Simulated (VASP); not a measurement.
Here is a VASP 6.6.1 calculation.

INCAR

```
SYSTEM = Co
PREC = Accurate
ENCUT = 690
EDIFF = 1E-6
ISMEAR = 0
SIGMA = 0.1
LREAL = .FALSE.
LASPH = .TRUE.
NELM = 120
ALGO = Normal
ISIF = 2
LWAVE = .FALSE.
LCHARG = .FALSE.
GGA = PS
NBANDS = 14
GGA_COMPAT = .FALSE.
```

The input KPOINTS:

```
regular mesh
0
G
  28 28 28
  0 0 0
```

The input POSCAR:

```
Co
1.0
   -1.3616542872      1.3616542872      1.3616542872
    1.3616542872     -1.3616542872      1.3616542872
    1.3616542872      1.3616542872     -1.3616542872
Co
1
Direct
    0.0000000000      0.0000000000      0.0000000000
```

Potentials or basis: VASP PAW PBE potentials, release 64 (Co_sv).

Launch:

```sh
$ cat potpaw_PBE.64/Co_sv/POTCAR > POTCAR
$ mpirun -np 1 vasp_std > vasp.out
```

Task: Estimate the pressure.

Result: -1.0 GPa.

Task: What does it give for the band gap on the k mesh?

Result: Zero (an odd number of electrons rules out a gap without spin polarisation).

Caveat: the PAW data sets were made with another functional, which shifts forces and pressure a little; the run has no spin polarisation, though such a crystal can be magnetic. Spin polarisation is off, so any magnetic state and its effect on volume and gap are missing.
